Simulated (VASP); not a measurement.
Wanted: the native input for a VASP 6.6.1 run.

```yaml
Task: single point
Functional: PBE
Potentials_or_basis: VASP PAW PBE potentials, release 64 (Si, O)
Cutoff: 600 eV
k_mesh: 6 × 6 × 6
Occupations: gaussian, width 0.01 eV
Spin: no spin polarisation
Dipole_correction: no
Further_INCAR_settings: ALGO = Normal; EDIFF = 1e-06; NBANDS = 15
```

The structure of SiO2 lies in POSCAR:

```
SiO2
1.0
    0.0000000000      2.2257859495      2.2257859495
    2.2257859495      0.0000000000      2.2257859495
    2.2257859495      2.2257859495      0.0000000000
Si O
1 2
Direct
    0.0000000000      0.0000000000      0.0000000000
    0.2500000000      0.2500000000      0.2500000000
    0.7500000000      0.7500000000      0.7500000000
```

This cell differs from its parent crystal: volume changed by -5%.

These files were run (other wordings do the same):

INCAR

```
  ALGO = Normal
  EDIFF = 1E-6
  ENCUT = 600
  GGA = PE
  GGA_COMPAT = False
  ISIF = 2
  ISMEAR = 0
  LASPH = True
  LCHARG = False
  LREAL = False
  LWAVE = False
  NBANDS = 15
  NELM = 120
  PREC = Accurate
  SIGMA = 0.01
```

KPOINTS

```
k-points
0
Gamma
  6 6 6
```

Potentials or basis: VASP PAW PBE potentials, release 64 (Si, O).

Command:

```console
$ cat potpaw_PBE.64/Si/POTCAR potpaw_PBE.64/O/POTCAR > POTCAR
$ mpirun -np 1 vasp_std > vasp.out
```

It gave:

```
Pressure               : 27.6 GPa
Band gap on the k mesh : 2.11 eV, direct
```

It took 20 s on 1 thread of AMD EPYC 7R13, with other jobs on the host, peak memory 0.12 GiB.
